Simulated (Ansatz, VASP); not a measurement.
## Two plane-wave programs on I

File INCAR:

```
SYSTEM = I
  ALGO = Normal
  EDIFF = 1E-7
  ENCUT = 520
  GGA = PE
  ISIF = 2
  ISMEAR = -1
  LASPH = .TRUE.
  LCHARG = .TRUE.
  LELF = .TRUE.
  LREAL = .FALSE.
  LVHAR = .TRUE.
  LWAVE = .FALSE.
  NBANDS = 10
  NELM = 80
  PREC = Accurate
  SIGMA = 0.1
```

KPOINTS

```
k-points
0
G
  11 11 11
  0 0 0
```

The input POSCAR:

```
I
1.0
    2.7538073213      0.0000000000      0.0000000000
    0.0000000000      2.7538073213      0.0000000000
    0.0000000000      0.0000000000      2.7538073213
I
1
Direct
    0.0000000000      0.0000000000      0.0000000000
```

Input for Ansatz:

```yaml
crystal:
  lattice:
    - [2.7538073213, 0.0, 0.0]
    - [0.0, 2.7538073213, 0.0]
    - [0.0, 0.0, 2.7538073213]
  atoms:
    - { symbol: I, position: [0.0, 0.0, 0.0] }
kpoints:
  mp_grid: { grid: [11, 11, 11] }
scf:
  occupations: { method: fermi_dirac, width: 0.1 }
hamiltonian:
  xc: pbe
  pseudopotentials: { kind: paw }
output:
  forces: true
  stress: true
  eigenvalues: true
  populations: true
```

Change from the starting cell: volume scaled by 0.5, PAW files.

Alike in both runs: task single point; functional PBE; k mesh 11 × 11 × 11; occupations fermi-dirac, width 0.1 eV; no spin polarisation.

```csv
,VASP,Ansatz
version,VASP 6.6.1,Ansatz 0.2.0
potentials or method,"VASP PAW PBE potentials, release 64 (I)","PAW with Ansatz's default frozen-core files, scalar-relativistic"
plane-wave cutoff (eV),520,420
valence electrons in the cell,7,17
```

|  | VASP | Ansatz | Ansatz less VASP |
| --- | --- | --- | --- |
| pressure (GPa) | 80.6 | 80.8 | +0.18 |

Both programs put the cell under a high pressure, so it lies far from rest at this level. The functional is the same, so the differences come from potentials, cutoffs and numerics. VASP's potentials hold 7 valence electrons a cell and Ansatz's 17, so a difference there can come from the potentials and not from the codes.

Neither program's run includes spin-orbit coupling. Noted on VASP's run: the cell as given lies far from equilibrium.
